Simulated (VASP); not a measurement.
# CrCuO2 (R-3m) in VASP: single point with PBE

Aim: the single point of CrCuO2 with PBE.

Program: VASP 6.6.1. These are calculated values, not measurements. Logs are shortened: lines on timing, memory, paths and dates and some standing lists are left out, and cuts for length are marked.

## Step 1: The cell of the first run

The structure is trigonal, space group R-3m (No. 166). Conventional cell: a = 3.013 Å, b = 3.013 Å, c = 17.113 Å, α = 90.00°, β = 90.00°, γ = 120.00°. Cr (site symmetry -3m) has 6 O at 2.00 Å within 2.7 Å. Within 2.5 Å of Cu (site symmetry -3m) lie 2 O at 1.86 Å. Within 2.5 Å of O (site symmetry 3m) lie 1 Cu at 1.86 Å and 3 Cr at 2.00 Å.

## Step 2: Single point, PBE, collinear spin, ferrimagnetic start

File INCAR:

```
PREC     = Accurate       # precision mode
ENCUT    = 600            # plane-wave cutoff, eV
EDIFF    = 1E-6           # SCF threshold, eV
ISMEAR   = 0              # smearing method
SIGMA    = 0.05           # smearing width, eV
LREAL    = F              # projectors in reciprocal space
LASPH    = T              # aspherical terms in the spheres
NELM     = 200            # most SCF steps
ALGO     = Normal         # electronic algorithm
ISIF     = 2              # what is computed and relaxed
LWAVE    = F              # write WAVECAR
LCHARG   = T              # write CHGCAR
ISPIN    = 2              # spin polarisation
MAGMOM   = 4 -1 0 0       # initial moments
LORBIT   = 11             # projections on sites
LMAXMIX  = 4              # l up to which the mixer works
GGA      = PE             # functional
LVHAR    = T            
NBANDS   = 30             # bands
GGA_COMPAT= F            
KPAR     = 4
```

File KPOINTS:

```
regular mesh
0
Gamma
  14 14 14
```

File POSCAR:

```
CrCuO2
1.0
    1.5062681718      0.8696443345      5.7042188732
   -1.5062681718      0.8696443345      5.7042188732
    0.0000000000     -1.7392886689      5.7042188732
Cr Cu O
1 1 2
Direct
    0.5000000000      0.5000000000      0.5000000000
    0.0000000000      0.0000000000      0.0000000000
    0.1084328762      0.1084328762      0.1084328762
    0.8915671238      0.8915671238      0.8915671238
```

Potentials or basis: VASP PAW PBE potentials, release 64 (Cr_pv, Cu, O).

On the command line:

```console
$ cat potpaw_PBE.64/Cr_pv/POTCAR potpaw_PBE.64/Cu/POTCAR potpaw_PBE.64/O/POTCAR > POTCAR
$ mpirun -np 4 vasp_std > vasp.out
```

OUTCAR:

```text
PREC = Accurate
   ENCUT = 600
   EDIFF = 1E-6
   ISMEAR = 0
   LREAL = F
   LASPH = T
   NELM = 200
   ISIF = 2
   ISPIN = 2
   LORBIT = 11
   GGA = PE

 ion  position               nearest neighbor table
   1  0.500  0.500  0.500-   3 2.00   3 2.00   4 2.00   4 2.00   3 2.00   4 2.00
   2  0.000  0.000  0.000-   3 1.86   4 1.86
   3  0.108  0.108  0.108-   2 1.86   1 2.00   1 2.00   1 2.00
   4  0.892  0.892  0.892-   2 1.86   1 2.00   1 2.00   1 2.00

  LATTYP: Found a trigonal (rhomboedric) cell.
 ALAT       =     5.9634921000
 COS(alpha) =     0.8724051053

  Lattice vectors:

 A1 = (   1.5062681718,   0.8696443345,   5.7042188732)
 A2 = (  -1.5062681718,   0.8696443345,   5.7042188732)
 A3 = (   0.0000000000,  -1.7392886689,   5.7042188732)

Analysis of symmetry for initial positions (statically):
=====================================================================
 Subroutine PRICEL returns:
 Original cell was already a primitive cell.

 Routine SETGRP: Setting up the symmetry group for a
 trigonal (rhombohedral) supercell.

 Subroutine GETGRP returns: Found 12 space group operations
 (whereof 12 operations were pure point group operations)
 out of a pool of 12 trial point group operations.

The static configuration has the point symmetry D_3d.

Analysis of symmetry for dynamics (positions and initial velocities):
=====================================================================
 Subroutine PRICEL returns:
 Original cell was already a primitive cell.

 Routine SETGRP: Setting up the symmetry group for a
 trigonal (rhombohedral) supercell.

 Subroutine GETGRP returns: Found 12 space group operations
 (whereof 12 operations were pure point group operations)
 out of a pool of 12 trial point group operations.

The dynamic configuration has the point symmetry D_3d.

Analysis of structural, dynamic, and magnetic symmetry:
=====================================================================
 Subroutine PRICEL returns:
 Original cell was already a primitive cell.

 Routine SETGRP: Setting up the symmetry group for a
 trigonal (rhombohedral) supercell.

 Subroutine GETGRP returns: Found 12 space group operations
 (whereof 12 operations were pure point group operations)
 out of a pool of 12 trial point group operations.

The overall configuration has the point symmetry D_3d.

 Subroutine INISYM returns: Found 12 space group operations
 (whereof 12 operations are pure point group operations),
 and found     1 'primitive' translations

----------------------------------------------------------------------------------------

                                     Primitive cell

  volume of cell :      44.8323

  direct lattice vectors                    reciprocal lattice vectors
     1.506268172  0.869644335  5.704218873     0.331946203  0.191649230  0.058436280
    -1.506268172  0.869644335  5.704218873    -0.331946203  0.191649230  0.058436280
     0.000000000 -1.739288669  5.704218873     0.000000000 -0.383298459  0.058436280

  length of vectors
     5.963492100  5.963492100  5.963492100     0.387727362  0.387727362  0.387727362

  position of ions in fractional coordinates (direct lattice)
     0.500000000  0.500000000  0.500000000
     0.000000000  0.000000000  0.000000000
     0.108432876  0.108432876  0.108432876
     0.891567124  0.891567124  0.891567124

  ion indices of the primitive-cell ions
   primitive index   ion index
                 1           1
                 2           2
                 3           3
                 4           4

----------------------------------------------------------------------------------------

 KPOINTS: regular mesh

Automatic generation of k-mesh.
 Grid dimensions read from file:
 generate k-points for:   14   14   14

 Generating k-lattice:

  Cartesian coordinates                     Fractional coordinates (reciprocal lattice)
     0.023710443  0.013689231  0.004174020     0.071428571 -0.000000000 -0.000000000
    -0.023710443  0.013689231  0.004174020    -0.000000000  0.071428571 -0.000000000
     0.000000000 -0.027378461  0.004174020     0.000000000  0.000000000  0.071428571

  Length of vectors
     0.027694812  0.027694812  0.027694812

  Shift w.r.t. Gamma in fractional coordinates (k-lattice)
     0.000000000  0.000000000  0.000000000

 Subroutine IBZKPT returns following result:
 ===========================================

 Found    288 irreducible k-points:

 Following reciprocal coordinates:
            Coordinates               Weight
  0.000000  0.000000  0.000000      1.000000
  0.071429  0.000000 -0.000000      6.000000
  0.142857  0.000000 -0.000000      6.000000
  0.214286  0.000000 -0.000000      6.000000
  0.285714  0.000000 -0.000000      6.000000
  0.357143  0.000000  0.000000      6.000000
[... 16 lines left out ...]
  0.214286  0.142857  0.000000     12.000000
  0.285714  0.142857 -0.000000     12.000000
 [... further k-points ...]
   k-points           NKPTS =    288   k-points in BZ     NKDIM =    288   number of bands    NBANDS=     30
   number of dos      NEDOS =    301   number of ions     NIONS =      4
   total plane-waves  NPLWV = 110592
   dimension x,y,z NGX =    48 NGY =   48 NGZ =   48
   dimension x,y,z NGXF=    96 NGYF=   96 NGZF=   96
   ions per type =               1   1   2
   NGX,Y,Z   is equivalent  to a cutoff of  13.38, 13.38, 13.38 a.u.
   NGXF,Y,Z  is equivalent  to a cutoff of  26.76, 26.76, 26.76 a.u.
 SYSTEM =  unknown system
   PREC   = accura    normal or accurate (medium, high low for compatibility)
   ISTART =      0    job   : 0-new  1-cont  2-samecut
   ICHARG =      2    charge: 1-file 2-atom 10-const
   ISPIN  =      2    spin polarized calculation?
   LNONCOLLINEAR =      F non collinear calculations
   LSORBIT =      F    spin-orbit coupling
   LASPH  =      T    aspherical Exc in radial PAW
   ENCUT  =  600.0 eV  44.10 Ry    6.64 a.u.  11.91 11.91 11.91*2*pi/ulx,y,z
   NELM   =    200;   NELMIN=  2; NELMDL= -5     # of ELM steps
   EDIFF  = 0.1E-05   stopping-criterion for ELM
   LREAL  =      F    real-space projection
[... 7 lines left out ...]
   TEBEG  =    0.0;   TEEND  =   0.0 temperature during run
   PSTRESS=    0.0 pullay stress
   NELECT =      35.0000    total number of electrons
   NUPDOWN=      -1.0000    fix difference up-down
   EMIN   =  10.00;   EMAX   =-10.00  energy-range for DOS
   EFERMI =   0.00;   METHOD = LEGACY
   ISMEAR =     0;   SIGMA  =   0.05  broadening in eV -4-tet -1-fermi 0-gaus
   EFERMI_NEDOS =   21; number of points for ismear=-14 and -15
   IALGO  =     38    algorithm
   IMIX   =      4    mixing-type and parameters
     AMIX     =   0.40;   BMIX     =  1.00
     AMIX_MAG =   1.60;   BMIX_MAG =  1.00
  volume/ion in A,a.u.               =      11.21        75.64
  Fermi-wavevector in a.u.,A,eV,Ry     =   1.507418  2.848607 30.916643  2.272309
  Thomas-Fermi vector in A             =   2.618007
   LORBIT       =     11    0 simple, 1 ext, 2 COOP (PROOUT), +10 PAW based schemes
   GGA     = PE    functional components
   LHFCALC =     F    Hartree Fock is set to
   AEXX    =    0.0000 exact exchange contribution
   IVDW    =     0    specifies the selected vdW correction
   LEPSILON=     F    determine dielectric tensor
   LRPA    =     F    only Hartree local field effects (RPA)
 spin polarized calculation
 Gauss-broadening in eV      SIGMA  =   0.05
  energy-cutoff  :      600.00
  volume of cell :       44.83
 maximum number of plane-waves:      1520
   NGX = 23   NGY = 23   NGZ = 23

 number of electron      34.9999995 magnetization       3.0000001

 Free energy of the ion-electron system (eV)
  ---------------------------------------------------
  ext. energy  EPLUGINS =         0.00000000
  ---------------------------------------------------
  free energy    TOTEN  =       -28.90855590 eV

  energy without entropy =      -28.90855590  energy(sigma->0) =      -28.90855590

 E-fermi :   6.0265     XC(G=0): -11.4428

 val. band max:        5.7332464687   @ k =  -0.3571   0.3571   0.0000
 cond. band min:       6.8361031980   @ k =   0.4286   0.4286   0.1429
 fundamental gap:      1.1028567293
 Fermi energy:         6.0265364733

 spin component 1

 k-point     1 :       0.0000    0.0000    0.0000
  band No.  band energies     occupation
      1     -38.6157      1.00000
      2     -38.5666      1.00000
      3     -38.5666      1.00000
      4     -14.3751      1.00000
      5     -12.8918      1.00000
      6      -2.3047      1.00000
[... 21 lines left out ...]
     28      22.4807      0.00000
     29      23.1984      0.00000
[... 705 lines left out ...]
 k-point    24 :       0.2857    0.1429   -0.0000
  band No.  band energies     occupation
      1     -38.6418      1.00000
      2     -38.6019      1.00000
      3     -38.5883      1.00000
      4     -13.8555      1.00000
      5     -12.9767      1.00000
      6      -1.5418      1.00000
[... 21 lines left out ...]
     28      19.4033      0.00000
     29      19.8458      0.00000

 [... further k-points ...]

 spin component 2

 k-point     1 :       0.0000    0.0000    0.0000
  band No.  band energies     occupation
      1     -35.6665      1.00000
      2     -35.6665      1.00000
      3     -35.6284      1.00000
      4     -14.2960      1.00000
      5     -12.8589      1.00000
      6      -1.9663      1.00000
[... 21 lines left out ...]
     28      22.9801      0.00000
     29      23.5125      0.00000
[... 705 lines left out ...]
 k-point    24 :       0.2857    0.1429   -0.0000
  band No.  band energies     occupation
      1     -35.7556      1.00000
      2     -35.6921      1.00000
      3     -35.6099      1.00000
      4     -13.7866      1.00000
      5     -12.9436      1.00000
      6      -1.2532      1.00000
[... 21 lines left out ...]
     28      20.1990      0.00000
     29      20.4502      0.00000

 [... further k-points ...]

 [bands above 29 left out]

------------------------ aborting loop because EDIFF is reached ----------------------------------------

  FORCE on cell =-STRESS in cart. coord.  units (eV):
  Direction    XX          YY          ZZ          XY          YZ          ZX
  --------------------------------------------------------------------------------------
  -------------------------------------------------------------------------------------
  Total        0.0674400      0.0674400      0.2947353      0.0000000      0.0000000      0.0000000
  in kB        2.4101076      2.4101076     10.5329835      0.0000000      0.0000000      0.0000000
  external PRESSURE =       5.1177329 kB  Pullay stress =       0.0000000 kB

 VOLUME and BASIS-vectors are now :
 -----------------------------------------------------------------------------
  energy-cutoff  :      600.00
  volume of cell :       44.83
      direct lattice vectors                 reciprocal lattice vectors
     1.506268172  0.869644335  5.704218873     0.331946203  0.191649230  0.058436280
    -1.506268172  0.869644335  5.704218873    -0.331946203  0.191649230  0.058436280
     0.000000000 -1.739288669  5.704218873     0.000000000 -0.383298459  0.058436280

 POSITION                                       TOTAL-FORCE (eV/Angst)
 -----------------------------------------------------------------------------------
      0.00000      0.00000      8.55633         0.000000     -0.000000      0.000000
      0.00000      0.00000      0.00000        -0.000000      0.000000     -0.000000
      0.00000      0.00000      1.85557         0.000000      0.000000      0.023089
      0.00000      0.00000     15.25708         0.000000     -0.000000     -0.023089
 -----------------------------------------------------------------------------------
    total drift:                               -0.000000     -0.000000      0.000000

  FREE ENERGIE OF THE ION-ELECTRON SYSTEM (eV)
  ---------------------------------------------------
  free  energy   TOTEN  =       -28.9085559005 eV

  energy  without entropy=      -28.9085559005  energy(sigma->0) =      -28.90855590

 total charge

# of ion       s       p       d       tot
------------------------------------------
    1        0.288   6.329   4.072  10.688
    2        0.424   0.305   9.216   9.945
    3        1.550   3.492   0.000   5.042
    4        1.550   3.492   0.000   5.042
--------------------------------------------------
tot          3.811  13.618  13.288  30.717

 magnetization (x)

# of ion       s       p       d       tot
------------------------------------------
    1        0.031   0.027   2.786   2.843
    2        0.018   0.008   0.001   0.028
    3       -0.001  -0.006   0.000  -0.007
    4       -0.001  -0.006   0.000  -0.007
--------------------------------------------------
tot          0.046   0.023   2.787   2.856
```

It took 8.9 min on 4 MPI ranks of Intel Xeon Platinum 8259CL at 2.50GHz (Skylake/Cascade Lake), shared host; peak memory 0.97 GiB.

What came out:

```
Free energy                                           : -28.9086 eV
Pressure                                              : 0.5 GPa
Largest force                                         : 0.023 eV/Å
Band gap on the k mesh                                : 1.10 eV (least direct gap 1.30 eV)
Net moment                                            : 3.00 μB per cell
Site moments                                          : Cr +2.84; Cu +0.03; O -0.01 μB
Valence electrons inside the program's atomic spheres : Cr 10.69; Cu 9.95; O 5.04
```

Forces in eV/Å, atoms in the order of the input:
```
Cr   0.000  0.000  0.000
Cu   0.000  0.000  0.000
O    0.000  0.000  0.023
O    0.000  0.000 -0.023
```

Stress tensor (GPa, compression positive):
```
0.24 0.00 0.00
0.00 0.24 0.00
0.00 0.00 1.05
```

A k mesh can miss the band edges.
